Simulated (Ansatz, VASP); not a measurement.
# SiC in VASP and in Ansatz

```
Si C
1.0
     3.09412    0.00000    0.00000
    -1.54706    2.67959    0.00000
     0.00000    0.00000   10.12934
Si C
4 4
Cartesian
  1.5471 0.8932 9.4997
  0.0000 1.7864 4.4351
  0.0000 0.0000 6.9680
  0.0000 0.0000 1.9033
  1.5471 0.8932 7.5951
  0.0000 1.7864 2.5304
  0.0000 0.0000 5.0692
  0.0000 0.0000 0.0045
```

Alike in both runs: functional PBE; k mesh 12 × 12 × 4; occupations gaussian, width 0.02 eV; no spin polarisation.

Ansatz relaxed the structure, and its values are those at the end. VASP's run is a single point on that final structure, the one shown.

|  | VASP | Ansatz |
| --- | --- | --- |
| version | VASP 6.6.1 | Ansatz 0.2.0 |
| potentials or method | VASP PAW PBE potentials, release 64 (Si, C), cutoff 520 eV | scalar-relativistic, plane waves, PAW |
| valence electrons in the cell | 32 | 32 |

|  | VASP | Ansatz | Ansatz less VASP |
| --- | --- | --- | --- |
| gap on the k mesh at the Fermi level (eV) | 2.22 | 2.22 | +0.001 |
| pressure (GPa) | 0.0 | 0.0 | +0.05 |
